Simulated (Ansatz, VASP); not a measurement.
**Two plane-wave programs on SnO2**

Contents of POSCAR:

```
SnO2
1.0
    4.7127161600      0.0000000000      0.0000000000
    0.0000000000      4.7127161600      0.0000000000
    0.0000000000      0.0000000000      3.1694955800
Sn O
2 4
Direct
    0.0000000000      0.0000000000      0.0000000000
    0.5000000000      0.5000000000      0.5000000000
    0.3071000000      0.3071000000      0.0000000000
    0.1929000000      0.8071000000      0.5000000000
    0.6929000000      0.6929000000      0.0000000000
    0.8071000000      0.1929000000      0.5000000000
```

The input INCAR.step1:

```
  PREC = Accurate
  ENCUT = 520
  ISMEAR = -1
  SIGMA = 0.0632
  LREAL = F
  LASPH = T
  NELM = 60
  NBANDS = 35
  GGA = PE
  ALGO = Normal
  EDIFF = 1E-4
  LWAVE = T
  LCHARG = F
```

The input INCAR.step2:

```
  PREC = Accurate
  ENCUT = 520
  EDIFF = 1E-7
  ISMEAR = -1
  SIGMA = 0.0632
  LREAL = F
  LASPH = T
  NELM = 60
  ALGO = Normal
  ISIF = 2
  LWAVE = F
  LCHARG = F
  METAGGA = R2SCAN
  LMIXTAU = T
  NBANDS = 35
  ISTART = 1
```

Contents of KPOINTS:

```
Automatic mesh
0
Gamma
  6 6 8
```

Input for Ansatz:

```yaml
crystal:
  lattice:
    - [4.71271616, 0.0, 0.0]
    - [0.0, 4.71271616, 0.0]
    - [0.0, 0.0, 3.16949558]
  atoms:
    - { symbol: Sn, position: [0.0, 0.0, 0.0] }
    - { symbol: Sn, position: [0.5, 0.5, 0.5] }
    - { symbol: O, position: [0.3071, 0.3071, 0.0] }
    - { symbol: O, position: [0.1929, 0.8071, 0.5] }
    - { symbol: O, position: [0.6929, 0.6929, 0.0] }
    - { symbol: O, position: [0.8071, 0.1929, 0.5] }
  symmetry: { tolerance: 0.0003 }
kpoints:
  mp_grid: { grid: [6, 6, 8], shift: [0, 0, 0] }
  band_path:
    path:
      - [0.0, 0.0, 0.0]
      - [0.0, 0.5, 0.0]
      - [0.5, 0.5, 0.0]
      - [0.0, 0.0, 0.0]
      - [0.0, 0.0, 0.5]
      - [0.0, 0.5, 0.5]
      - [0.5, 0.5, 0.5]
      - [0.0, 0.0, 0.5]
      - [0.0, 0.5, 0.0]
      - [0.0, 0.5, 0.5]
      - [0.5, 0.5, 0.0]
    npoints: 6
magnetization:
  spin_polarized: false
scf:
  occupations: { method: fermi_dirac, width: 0.0632 }
  lower_state_search: "off"
  max_iter: 200
hamiltonian:
  pseudopotentials: { kind: paw }
  xc: r2scan
basis:
  ecutwfc: 500
  fft_grid_basis: typed
output:
  forces: true
  stress: true
  eigenvalues: true
  bader: true
  populations: true
  elf: true
  write_potential: true
  volumetric_format: npy
  dos:
    e_range: [-12, 8]
    de: 0.05
    projected: { site_lists: { O: [O], Sn: [Sn] } }
checkpoint:
  read: saved_state
```

Alike in both runs: task single point; functional r2SCAN; k mesh 6 × 6 × 8; occupations fermi-dirac, width 0.0632 eV; no spin polarisation.

|  | VASP | Ansatz |
| --- | --- | --- |
| version | VASP 6.6.1 | Ansatz 0.2.0 |
| potentials or method | VASP PAW PBE potentials, release 64 (Sn_d, O), cutoff 520 eV | PAW plane waves |
| valence electrons in the cell | 52 | 52 |

|  | VASP | Ansatz | Ansatz less VASP |
| --- | --- | --- | --- |
| pressure (GPa) | 8.4 | 7.2 | -1.25 |
| traceless stress, the component that is largest in VASP (GPa) | 2.03 | 1.58 | -0.446 |
| rms of the force components (eV/Å) | 0.165 | 0.147 | -0.0172 |

VASP's potentials were made for PBE, not for r2SCAN. Atom by atom the forces differ by 0.017 eV/Å (rms over components). The functional is the same, so the differences come from potentials, cutoffs and numerics.
